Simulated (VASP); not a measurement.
# SiNi in VASP: further runs

Runs on SiNi. Level: PBE. Tasks: single point.

Program: VASP 6.6.1. These are calculated values, not measurements. Logs are shortened: lines on timing, memory, paths and dates and some standing lists are left out, and cuts for length are marked.

**1. The cell of the first run**

The cell holds a slab with vacuum, 14 atoms: a = 3.258 Å, b = 4.709 Å, c = 24.166 Å, α = 90.00°, β = 90.00°, γ = 90.00°.

**2. Single point, PBE**

Contents of INCAR:

```
SYSTEM = SiNi
ALGO = Normal
DIPOL = 0.5 0.5 0.500
EDIFF = 1E-6
ENCUT = 520
GGA = PE
IDIPOL = 3
ISIF = 2
ISMEAR = 0
LASPH = .True.
LCHARG = .False.
LDIPOL = .True.
LREAL = .False.
LWAVE = .False.
NBANDS = 62
NELM = 100
PREC = Accurate
SIGMA = 0.1
```

Contents of KPOINTS:

```
k-points
0
Gamma
  11 8 1
  0 0 0
```

Contents of POSCAR:

```
SiNi
1.0
    3.2583147222      0.0000000000      0.0000000000
    0.0000000000      4.7093899546      0.0000000000
    0.0000000000      0.0000000000     24.1658506980
Si Ni
7 7
Direct
    0.0000000000      0.8476463333      0.3134067762
    0.5000000000      0.1560414567      0.3719929510
    0.0000000000      0.8402067629      0.4371490498
    0.5000000000      0.1524110092      0.5000000000
    0.0000000000      0.8402067751      0.5628509498
    0.5000000000      0.1560414728      0.6280070486
    0.0000000000      0.8476463427      0.6865932241
    0.0000000000      0.3485534060      0.3189099369
    0.5000000000      0.6597231999      0.3756152566
    0.0000000000      0.3366698973      0.4382103941
    0.5000000000      0.6553955053      0.5000000017
    0.0000000000      0.3366699075      0.5617896064
    0.5000000000      0.6597232125      0.6243847405
    0.0000000000      0.3485534199      0.6810900643
```

Potentials or basis: VASP PAW PBE potentials, release 64 (Si, Ni).

Launch:

```
cat potpaw_PBE.64/Si/POTCAR potpaw_PBE.64/Ni/POTCAR > POTCAR
mpirun -np 1 vasp_std > vasp.out
```

OUTCAR:

```text
SYSTEM = SiNi
   EDIFF = 1E-6
   ENCUT = 520
   GGA = PE
   ISIF = 2
   ISMEAR = 0
   LASPH = .True.
   LREAL = .False.
   NELM = 100
   PREC = Accurate

 ion  position               nearest neighbor table
   1  0.000  0.848  0.313-   8 2.35   8 2.36   9 2.39   9 2.39   2 2.60   2 2.60   3 2.99
   2  0.500  0.156  0.372-   8 2.26   8 2.26   9 2.34   9 2.37  10 2.44  10 2.44   1 2.60   1 2.60
                             3 2.71   3 2.71   4 3.09
   3  0.000  0.840  0.437-  10 2.34   9 2.36   9 2.36  10 2.37  11 2.39  11 2.39   4 2.67   4 2.67
                             2 2.71   2 2.71   1 2.99   5 3.04
   4  0.500  0.152  0.500-  11 2.34  11 2.37  10 2.37  10 2.37  12 2.37  12 2.37   5 2.67   5 2.67
                             3 2.67   3 2.67   6 3.09   2 3.09
   5  0.000  0.840  0.563-  12 2.34  13 2.36  13 2.36  12 2.37  11 2.39  11 2.39   4 2.67   4 2.67
                             6 2.71   6 2.71   7 2.99   3 3.04
   6  0.500  0.156  0.628-  14 2.26  14 2.26  13 2.34  13 2.37  12 2.44  12 2.44   7 2.60   7 2.60
                             5 2.71   5 2.71   4 3.09
   7  0.000  0.848  0.687-  14 2.35  14 2.36  13 2.39  13 2.39   6 2.60   6 2.60   5 2.99
   8  0.000  0.349  0.319-   2 2.26   2 2.26   1 2.35   1 2.36   9 2.58   9 2.58  10 2.88
   9  0.500  0.660  0.376-   2 2.34   3 2.36   3 2.36   2 2.37   1 2.39   1 2.39   8 2.58   8 2.58
                            10 2.69  10 2.69  11 3.01
  10  0.000  0.337  0.438-   3 2.34   3 2.37   4 2.37   4 2.37   2 2.44   2 2.44  11 2.67  11 2.67
                             9 2.69   9 2.69   8 2.88  12 2.99
  11  0.500  0.655  0.500-   4 2.34   4 2.37   5 2.39   5 2.39   3 2.39   3 2.39  12 2.67  12 2.67
                            10 2.67  10 2.67  13 3.01   9 3.01
  12  0.000  0.337  0.562-   5 2.34   5 2.37   4 2.37   4 2.37   6 2.44   6 2.44  11 2.67  11 2.67
                            13 2.69  13 2.69  14 2.88  10 2.99
  13  0.500  0.660  0.624-   6 2.34   5 2.36   5 2.36   6 2.37   7 2.39   7 2.39  14 2.58  14 2.58
                            12 2.69  12 2.69  11 3.01
  14  0.000  0.349  0.681-   6 2.26   6 2.26   7 2.35   7 2.36  13 2.58  13 2.58  12 2.88

  LATTYP: Found a simple orthorhombic cell.
 ALAT       =     3.2583147222
 B/A-ratio  =     1.4453453261
 C/A-ratio  =     7.4166717332

  Lattice vectors:

 A1 = (   3.2583147222,   0.0000000000,   0.0000000000)
 A2 = (   0.0000000000,   4.7093899546,   0.0000000000)
 A3 = (   0.0000000000,   0.0000000000,  24.1658506980)

Analysis of symmetry for initial positions (statically):
=====================================================================
 Subroutine PRICEL returns:
 Original cell was already a primitive cell.

 Routine SETGRP: Setting up the symmetry group for a
 simple orthorhombic supercell.

 Subroutine GETGRP returns: Found  4 space group operations
 (whereof  4 operations were pure point group operations)
 out of a pool of  8 trial point group operations.

The static configuration has the point symmetry C_2v.

Analysis of symmetry for dynamics (positions and initial velocities):
=====================================================================
 Subroutine PRICEL returns:
 Original cell was already a primitive cell.

 Routine SETGRP: Setting up the symmetry group for a
 simple orthorhombic supercell.

 Subroutine GETGRP returns: Found  4 space group operations
 (whereof  4 operations were pure point group operations)
 out of a pool of  8 trial point group operations.

The dynamic configuration has the point symmetry C_2v.

 Subroutine INISYM returns: Found  4 space group operations
 (whereof  4 operations are pure point group operations),
 and found     1 'primitive' translations

----------------------------------------------------------------------------------------

                                     Primitive cell

  volume of cell :     370.8171

  direct lattice vectors                    reciprocal lattice vectors
     3.258314722  0.000000000  0.000000000     0.306907124  0.000000000  0.000000000
     0.000000000  4.709389955  0.000000000     0.000000000  0.212341728  0.000000000
     0.000000000  0.000000000 24.165850698     0.000000000  0.000000000  0.041380708

  length of vectors
     3.258314722  4.709389955 24.165850698     0.306907124  0.212341728  0.041380708

  position of ions in fractional coordinates (direct lattice)
     0.000000000  0.847646333  0.313406776
     0.500000000  0.156041457  0.371992951
     0.000000000  0.840206763  0.437149050
     0.500000000  0.152411009  0.500000000
     0.000000000  0.840206775  0.562850950
     0.500000000  0.156041473  0.628007049
     0.000000000  0.847646343  0.686593224
     0.000000000  0.348553406  0.318909937
     0.500000000  0.659723200  0.375615257
     0.000000000  0.336669897  0.438210394
     0.500000000  0.655395505  0.500000002
     0.000000000  0.336669908  0.561789606
     0.500000000  0.659723212  0.624384740
     0.000000000  0.348553420  0.681090064

  ion indices of the primitive-cell ions
   primitive index   ion index
                 1           1
                 2           2
                 3           3
                 4           4
                 5           5
                 6           6
                 7           7
                 8           8
                 9           9
                10          10
                11          11
                12          12
                13          13
                14          14

----------------------------------------------------------------------------------------

 KPOINTS: k-points

Automatic generation of k-mesh.
 Grid dimensions read from file:
 generate k-points for:   11    8    1

 Generating k-lattice:

  Cartesian coordinates                     Fractional coordinates (reciprocal lattice)
     0.027900648  0.000000000  0.000000000     0.090909091  0.000000000  0.000000000
     0.000000000  0.026542716  0.000000000     0.000000000  0.125000000  0.000000000
     0.000000000  0.000000000  0.041380708     0.000000000  0.000000000  1.000000000

  Length of vectors
     0.027900648  0.026542716  0.041380708

  Shift w.r.t. Gamma in fractional coordinates (k-lattice)
     0.000000000  0.000000000  0.000000000

 Subroutine IBZKPT returns following result:
 ===========================================

 Found     30 irreducible k-points:

 Following reciprocal coordinates:
            Coordinates               Weight
  0.000000  0.000000  0.000000      1.000000
  0.090909  0.000000  0.000000      2.000000
  0.181818  0.000000  0.000000      2.000000
  0.272727  0.000000  0.000000      2.000000
  0.363636  0.000000  0.000000      2.000000
  0.454545  0.000000  0.000000      2.000000
[... 16 lines left out ...]
  0.363636  0.375000  0.000000      4.000000
  0.454545  0.375000  0.000000      4.000000
 [... further k-points ...]
   k-points           NKPTS =     30   k-points in BZ     NKDIM =     30   number of bands    NBANDS=     62
   number of dos      NEDOS =    301   number of ions     NIONS =     14
   total plane-waves  NPLWV = 155520
   dimension x,y,z NGX =    24 NGY =   36 NGZ =  180
   dimension x,y,z NGXF=    48 NGYF=   72 NGZF=  360
   ions per type =               7   7
   NGX,Y,Z   is equivalent  to a cutoff of  12.25, 12.71, 12.38 a.u.
   NGXF,Y,Z  is equivalent  to a cutoff of  24.49, 25.42, 24.77 a.u.
 SYSTEM =  SiNi
   PREC   = accura    normal or accurate (medium, high low for compatibility)
   ISTART =      0    job   : 0-new  1-cont  2-samecut
   ICHARG =      2    charge: 1-file 2-atom 10-const
   ISPIN  =      1    spin polarized calculation?
   LNONCOLLINEAR =      F non collinear calculations
   LSORBIT =      F    spin-orbit coupling
   LASPH  =      T    aspherical Exc in radial PAW
   ENCUT  =  520.0 eV  38.22 Ry    6.18 a.u.   6.06  8.76 44.93*2*pi/ulx,y,z
   NELM   =    100;   NELMIN=  2; NELMDL= -5     # of ELM steps
   EDIFF  = 0.1E-05   stopping-criterion for ELM
   LREAL  =      F    real-space projection
   EDIFFG = 0.1E-04   stopping-criterion for IOM
   NSW    =      0    number of steps for IOM
   IBRION =     -1    ionic relax: 0-MD 1-quasi-New 2-CG
   NFREE  =      0    steps in history (QN), initial steepest desc. (CG)
   ISIF   =      2    stress and relaxation
   ISYM   =      2    0-nonsym 1-usesym 2-fastsym
   POTIM  = 0.5000    time-step for ionic-motion
   TEBEG  =    0.0;   TEEND  =   0.0 temperature during run
   PSTRESS=    0.0 pullay stress
   NELECT =      98.0000    total number of electrons
   NUPDOWN=      -1.0000    fix difference up-down
   EMIN   =  10.00;   EMAX   =-10.00  energy-range for DOS
   EFERMI =   0.00;   METHOD = LEGACY
   ISMEAR =     0;   SIGMA  =   0.10  broadening in eV -4-tet -1-fermi 0-gaus
   EFERMI_NEDOS =   21; number of points for ismear=-14 and -15
   IALGO  =     38    algorithm
   IMIX   =      4    mixing-type and parameters
     AMIX     =   0.40;   BMIX     =  1.00
     AMIX_MAG =   1.60;   BMIX_MAG =  1.00
  volume/ion in A,a.u.               =      26.49       178.74
  Fermi-wavevector in a.u.,A,eV,Ry     =   1.050583  1.985314 15.017078  1.103724
  Thomas-Fermi vector in A             =   2.185592
   LORBIT       =      0    0 simple, 1 ext, 2 COOP (PROOUT), +10 PAW based schemes
   GGA     = PE    functional components
   LHFCALC =     F    Hartree Fock is set to
   AEXX    =    0.0000 exact exchange contribution
   IVDW    =     0    specifies the selected vdW correction
   LEPSILON=     F    determine dielectric tensor
   LRPA    =     F    only Hartree local field effects (RPA)
 non-spin polarized calculation
 Gauss-broadening in eV      SIGMA  =   0.10
  energy-cutoff  :      520.00
  volume of cell :      370.82
 maximum number of plane-waves:     10051
   NGX = 13   NGY = 17   NGZ = 89

 number of electron      98.0000018 magnetization

 dipolmoment           0.000000      0.000000      0.000000 electrons x Angstroem

 Free energy of the ion-electron system (eV)
  ---------------------------------------------------
  ext. energy  EPLUGINS =         0.00000000
  ---------------------------------------------------
  free energy    TOTEN  =       -79.80403264 eV

  energy without entropy =      -79.77009549  energy(sigma->0) =      -79.78706406

 E-fermi :   2.2173     XC(G=0):  -6.2998

 val. band max:        2.2164129635   @ k =   0.4545   0.2500   0.0000
 cond. band min:       2.2205869779   @ k =   0.3636   0.1250   0.0000
 fundamental gap:      0.0041740143
 Fermi energy:         2.2173326029

 k-point     1 :       0.0000    0.0000    0.0000
  band No.  band energies     occupation
      1     -11.1159      2.00000
      2     -10.2921      2.00000
      3      -8.9918      2.00000
      4      -7.1414      2.00000
      5      -5.5047      2.00000
      6      -5.2438      2.00000
[... 53 lines left out ...]
     60       6.1798      0.00000
     61       6.4843      0.00000

 k-point     2 :       0.0909    0.0000    0.0000
  band No.  band energies     occupation
      1     -11.0039      2.00000
      2     -10.1828      2.00000
      3      -8.8879      2.00000
      4      -7.0488      2.00000
      5      -5.4469      2.00000
      6      -5.1797      2.00000
[... 1397 lines left out ...]
     60       5.8574      0.00000
     61       5.9247      0.00000

 k-point    24 :       0.4545    0.3750    0.0000
  band No.  band energies     occupation
      1      -7.9127      2.00000
      2      -7.1896      2.00000
      3      -6.8871      2.00000
      4      -6.2127      2.00000
      5      -6.0774      2.00000
      6      -5.2588      2.00000
[... 53 lines left out ...]
     60       6.2927      0.00000
     61       6.4113      0.00000

 [... further k-points ...]

 [bands above 61 left out]

------------------------ aborting loop because EDIFF is reached ----------------------------------------

 vacuum level on the upper side and lower side of the slab       (xc-potential included)        -0.173        -0.173

  FORCE on cell =-STRESS in cart. coord.  units (eV):
  Direction    XX          YY          ZZ          XY          YZ          ZX
  --------------------------------------------------------------------------------------
  -------------------------------------------------------------------------------------
  Total        0.5673454     -2.1522174      0.0551663      0.0000000      0.0000000      0.0000000
  in kB        2.4513107     -9.2990152      0.2383553      0.0000000      0.0000000      0.0000000
  external PRESSURE =      -2.2031164 kB  Pullay stress =       0.0000000 kB

 VOLUME and BASIS-vectors are now :
 -----------------------------------------------------------------------------
  energy-cutoff  :      520.00
  volume of cell :      370.82
      direct lattice vectors                 reciprocal lattice vectors
     3.258314722  0.000000000  0.000000000     0.306907124  0.000000000  0.000000000
     0.000000000  4.709389955  0.000000000     0.000000000  0.212341728  0.000000000
     0.000000000  0.000000000 24.165850698     0.000000000  0.000000000  0.041380708

 POSITION                                       TOTAL-FORCE (eV/Angst)
 -----------------------------------------------------------------------------------
      0.00000      3.99190      7.57374        -0.000000     -0.003813      0.006866
      1.62916      0.73486      8.98953        -0.000000      0.005044      0.001605
      0.00000      3.95686     10.56408        -0.000000      0.000838      0.002285
      1.62916      0.71776     12.08293        -0.000000      0.005712      0.000000
      0.00000      3.95686     13.60177        -0.000000      0.000838     -0.002285
      1.62916      0.73486     15.17632        -0.000000      0.005044     -0.001605
      0.00000      3.99190     16.59211        -0.000000     -0.003813     -0.006866
      0.00000      1.64147      7.70673         0.000000      0.007297     -0.021309
      1.62916      3.10689      9.07706        -0.000000     -0.021996      0.004411
      0.00000      1.58551     10.58973        -0.000000      0.011582     -0.001844
      1.62916      3.08651     12.08293        -0.000000     -0.003614      0.000000
      0.00000      1.58551     13.57612        -0.000000      0.011582      0.001844
      1.62916      3.10689     15.08879        -0.000000     -0.021996     -0.004411
      0.00000      1.64147     16.45912         0.000000      0.007297      0.021309
 -----------------------------------------------------------------------------------
    total drift:                                0.000000      0.002549      0.000035

  FREE ENERGIE OF THE ION-ELECTRON SYSTEM (eV)
  ---------------------------------------------------
  free  energy   TOTEN  =       -79.8040326361 eV

  energy  without entropy=      -79.7700954862  energy(sigma->0) =      -79.78706406

 vacuum level on the upper side and lower side of the slab         6.788         6.788
```

It took 16 min on 1 thread of Intel Xeon 8259CL, shared host; peak memory 0.69 GiB.

Results:

```yaml
Free_energy: -79.8040 eV
Largest_force: 0.023 eV/Å
Band_gap_on_the_k_mesh: zero (bands 49 and 50 overlap by 2.22 eV)
```

Forces in eV/Å, atoms in the order of the input:
```
Si   0.000 -0.004  0.007
Si   0.000  0.005  0.002
Si   0.000  0.001  0.002
Si   0.000  0.006  0.000
Si   0.000  0.001 -0.002
Si   0.000  0.005 -0.002
Si   0.000 -0.004 -0.007
Ni   0.000  0.007 -0.021
Ni   0.000 -0.022  0.004
Ni   0.000  0.012 -0.002
Ni   0.000 -0.004  0.000
Ni   0.000  0.012  0.002
Ni   0.000 -0.022 -0.004
Ni   0.000  0.007  0.021
```

Levels at points of the mesh, in eV from the Fermi level:
```
           k point  band 46  band 47  band 48  band 49  band 50  band 51  band 52  band 53
(0.00, 0.00, 0.00)    -1.35    -1.32    -1.02    -0.23    -0.02     0.73     0.99     1.90
(0.00, 0.50, 0.00)    -0.77     0.38     0.46     1.70     2.04     2.16     2.31     2.79
```

**3. Single point, PBE (atoms taken out)**

Contents of INCAR:

```
PREC     = Accurate       # precision mode
ENCUT    = 520            # plane-wave cutoff, eV
EDIFF    = 1E-6           # SCF threshold, eV
ISMEAR   = 0              # smearing method
SIGMA    = 0.1            # smearing width, eV
LREAL    = Auto         
LASPH    = T              # aspherical terms in the spheres
NELM     = 60             # most SCF steps
ALGO     = Fast           # electronic algorithm
ISIF     = 2              # what is computed and relaxed
LWAVE    = F              # write WAVECAR
LCHARG   = F              # write CHGCAR
LDIPOL   = T            
IDIPOL   = 3            
DIPOL    = 0.5 0.5 0.500
GGA      = PE             # functional
NBANDS   = 94             # bands
```

Contents of KPOINTS:

```
Automatic mesh
0
Gamma
  11 8 1
```

Contents of POSCAR:

```
SiNi
1.0
    3.2583147222      0.0000000000      0.0000000000
    0.0000000000      4.7093899546      0.0000000000
    0.0000000000      0.0000000000     30.2764178299
Si Ni
11 11
Direct
    0.0000000000      0.8431827244      0.2477175484
    0.5000000000      0.1568172756      0.2981740387
    0.0000000000      0.8431827244      0.3486305291
    0.5000000000      0.1568172756      0.3990870194
    0.0000000000      0.8431827244      0.4495435097
    0.5000000000      0.1568172756      0.5000000000
    0.0000000000      0.8431827244      0.5504564903
    0.5000000000      0.1568172756      0.6009129806
    0.0000000000      0.8431827244      0.6513694709
    0.5000000000      0.1568172756      0.7018259613
    0.0000000000      0.8431827244      0.7522824516
    0.0000000000      0.3423059767      0.2477175484
    0.5000000000      0.6576940233      0.2981740387
    0.0000000000      0.3423059767      0.3486305291
    0.5000000000      0.6576940233      0.3990870194
    0.0000000000      0.3423059767      0.4495435097
    0.5000000000      0.6576940233      0.5000000000
    0.0000000000      0.3423059767      0.5504564903
    0.5000000000      0.6576940233      0.6009129806
    0.0000000000      0.3423059767      0.6513694709
    0.5000000000      0.6576940233      0.7018259613
    0.0000000000      0.3423059767      0.7522824516
```

Potentials or basis: VASP PAW PBE potentials, release 64 (Si, Ni).

Launch:

```
cat potpaw_PBE.64/Si/POTCAR potpaw_PBE.64/Ni/POTCAR > POTCAR
mpirun -np 1 vasp_std > vasp.out
```

It took 85 min on 1 thread of Oxide Virtual Turin-like, shared host; peak memory 0.97 GiB.

The run converged. Its results:

| Property | Result |
| --- | --- |
| Free energy | -126.7854 eV |
| Largest force | 1.037 eV/Å |
| Band gap on the k mesh | zero (bands 77 and 78 overlap by 1.84 eV) |

Forces on the atoms (eV/Å):
```
Si   0.000  0.090  0.074
Si   0.000  0.147 -1.027
Si   0.000 -0.039 -0.203
Si   0.000 -0.021 -0.069
Si   0.000  0.001 -0.060
Si   0.000  0.015  0.000
Si   0.000  0.001  0.060
Si   0.000 -0.021  0.069
Si   0.000 -0.039  0.203
Si   0.000  0.147  1.027
Si   0.000  0.090 -0.074
Ni   0.000 -0.122  1.028
Ni   0.000 -0.006  0.025
Ni   0.000 -0.088  0.224
Ni   0.000  0.023  0.036
Ni   0.000  0.019 -0.022
Ni   0.000 -0.023  0.000
Ni   0.000  0.019  0.022
Ni   0.000  0.023 -0.036
Ni   0.000 -0.088 -0.224
Ni   0.000 -0.006 -0.025
Ni   0.000 -0.122 -1.028
```

Levels at points of the mesh, in eV from the Fermi level:
| k point | band 73 | band 74 | band 75 | band 76 | band 77 | band 78 | band 79 | band 80 | band 81 | band 82 |
| --- | --- | --- | --- | --- | --- | --- | --- | --- | --- | --- |
| (0.00, 0.00, 0.00) | -1.24 | -1.23 | -1.17 | -0.83 | -0.45 | -0.14 | 0.21 | 0.45 | 0.97 | 1.72 |
| (0.00, 0.50, 0.00) | -0.06 | 0.17 | 1.04 | 1.33 | 1.45 | 1.67 | 2.03 | 2.14 | 2.44 | 2.51 |

Caveat: the cell differs from its parent crystal (atoms taken out).
